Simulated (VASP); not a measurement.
Runs of VASP 6.6.1 on Al4As. The structure is that of space group Im-3m (No. 229), or close to it. The cells are those of the table. The cell was generated, and may not be a known phase.

| task | cell | k mesh | cutoff (eV) | gap on the mesh (eV) | pressure (GPa) | relaxed volume (Å³/atom) |
| --- | --- | --- | --- | --- | --- | --- |
| single point | a = 5.189 Å, angles 109.5°, 5 atoms | 10 × 10 × 10 | 520 | none | 0.1 | - |
| single point | a = 4.745 Å, angles 109.5°, 5 atoms | 4 × 4 × 4 | 520 | none | 26.7 | - |
| relaxation of cell and atoms | relaxed from a = 4.745 Å, angles 109.5°, 5 atoms | 4 × 4 × 4 | 600 | none | 0.0 | (a) |
| single point | a = 5.182 Å, angles 109.5°, 5 atoms | 4 × 4 × 4 | 520 | none | (b) | - |
| relaxation of cell and atoms | relaxed from a = 5.182 Å, angles 109.5°, 5 atoms | 10 × 10 × 10 | 600 | none | 0.0 | 21.55 |

Alike in all rows: level PBE; potentials or basis VASP PAW PBE potentials, release 64 (Al, As); no spin polarisation; smearing gaussian 0.1 eV.

Problem. Fill in the values left out.

Solution. (a) 21.59; (b) 0.4.

Caveats: some runs use coarse meshes; the volume moved by over 15 % at a fixed basis, so the end points are rough (at least some runs).

A k mesh can miss the band edges, and the runs leave out spin-orbit coupling on As.

A gap of «none» marks levels without a gap at the run's occupations.
